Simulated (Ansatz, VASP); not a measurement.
## Sr: VASP beside Ansatz

File INCAR:

```
SYSTEM = Sr
ALGO = Normal
EDIFF = 1E-7
ENCUT = 520
GGA = PE
ISIF = 2
ISMEAR = 0
LASPH = .True.
LCHARG = .True.
LELF = .True.
LREAL = .False.
LVHAR = .True.
LWAVE = .False.
NBANDS = 22
NELM = 100
PREC = Accurate
SIGMA = 0.1
```

File KPOINTS:

```
k-points
0
Gamma
  12 12 4
  0 0 0
```

The input POSCAR:

```
Sr
1.0
    3.7803175468     -2.0986173325      0.1497496478
    3.7803175468      2.0986173325      0.1497496478
   -2.1263938798      0.0000000000      9.7616091766
Sr
3
Direct
    0.0000000000      0.0000000000      0.5000000000
    0.2232130082      0.2232130082      0.1701370356
    0.7767869918      0.7767869918      0.8298629644
```

Input for Ansatz:

```yaml
crystal:
  lattice:
    - [3.7803175468, -2.0986173325, 0.1497496478]
    - [3.7803175468, 2.0986173325, 0.1497496478]
    - [-2.1263938798, 0.0, 9.7616091766]
  atoms:
    - { symbol: Sr, position: [0.0, 0.0, 0.5] }
    - { symbol: Sr, position: [0.2232130082, 0.2232130082, 0.1701370356] }
    - { symbol: Sr, position: [0.7767869918, 0.7767869918, 0.8298629644] }
basis:
  ecutwfc: 420
kpoints:
  mp_grid: { grid: [12, 12, 4] }
hamiltonian:
  xc: pbe
scf:
  occupations: { method: gaussian, width: 0.1 }
output:
  forces: true
  stress: true
  eigenvalues: true
```

Alike in both runs: task single point; functional PBE; k mesh 12 × 12 × 4; occupations gaussian, width 0.1 eV; no spin polarisation.

```csv
,VASP,Ansatz
version,VASP 6.6.1,Ansatz 0.2.0
potentials or method,"VASP PAW PBE potentials, release 64 (Sr_sv), cutoff 520 eV","scalar-relativistic, plane waves, PAW"
valence electrons in the cell,30,30
```

|  | VASP | Ansatz | Ansatz less VASP |
| --- | --- | --- | --- |
| gap on the k mesh at the Fermi level (eV) | none | none | - |
| pressure (GPa) | 0.8 | 0.8 | -0.01 |
| traceless stress, the component that is largest in VASP (GPa) | 1.14 | 1.13 | -0.003 |
| rms of the force components (eV/Å) | 0.031 | 0.031 | -0.0001 |

Atom by atom the forces differ by 0.000 eV/Å (rms over components). A gap of «none» marks a metal or a gap that the smearing closes.
